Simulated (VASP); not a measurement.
InSb3: single point with PBE

Crystal: InSb3.

```xyz
4
Lattice="4.5305 0.0000 0.0000 0.0000 4.5305 0.0000 0.0000 0.0000 5.4348" Properties=species:S:1:pos:R:3 pbc="T T T"
In    0.0000    0.0000    0.0000
Sb    2.2653    0.0000    2.7174
Sb    0.0000    2.2653    2.7174
Sb    2.2653    2.2653    0.0000
```

This cell differs from its parent crystal: volume 27.888 Å^3 an atom, c/a of the conventional cell 1.1996.

| Property | Result |
| --- | --- |
| Program | VASP 6.6.1 |
| Task | single point |
| Functional | PBE |
| Potentials or basis | VASP PAW PBE potentials, release 64 (In_d, Sb) |
| Cutoff | 520 eV |
| k mesh | 10 × 10 × 10 |
| Occupations | gaussian, width 0.15 eV |
| Spin | no spin polarisation |
| Dipole correction | no |
| Further INCAR settings | ALGO = Normal; EDIFF = 1e-06; NBANDS = 22 |

| Quantity | Value |
| --- | --- |
| Pressure | 0.1 GPa |
| Band gap on the k mesh | zero (band 14 reaches 9.63 eV, above the bottom of band 15 at 6.30 eV) |

Stress tensor (GPa, compression positive):
```
 0.31  0.00  0.00
 0.00  0.31  0.00
 0.00  0.00 -0.29
```

Levels at points of the mesh, in eV from the Fermi level:
| k point | band 11 | band 12 | band 13 | band 14 | band 15 | band 16 | band 17 | band 18 |
| --- | --- | --- | --- | --- | --- | --- | --- | --- |
| (0.00, 0.00, 0.00) | -3.71 | -3.14 | -0.13 | -0.13 | 0.72 | 1.87 | 2.82 | 2.82 |
| (0.50, 0.00, 0.00) | -2.52 | -1.98 | -1.34 | -0.83 | -0.65 | 1.45 | 2.35 | 2.65 |
| (0.50, 0.50, 0.00) | -2.62 | -2.62 | -1.87 | -1.54 | -1.33 | -1.33 | 0.63 | 5.01 |
| (0.00, 0.00, 0.50) | -2.87 | -1.82 | -1.82 | -0.55 | -0.19 | 0.34 | 1.47 | 3.31 |
| (0.50, 0.00, 0.50) | -1.01 | -0.94 | -0.86 | -0.81 | -0.54 | 0.43 | 1.66 | 2.08 |
| (0.50, 0.50, 0.50) | -4.70 | -4.70 | -4.59 | 1.95 | 2.31 | 2.31 | 4.76 | 5.11 |

Run time: 76 s on 1 thread of Intel(R) Xeon(R) 6975P-C (Granite Rapids), on a shared host, peak memory 0.43 GiB.

Caveat: spin-orbit coupling is left out, which moves the levels of the heavy elements.
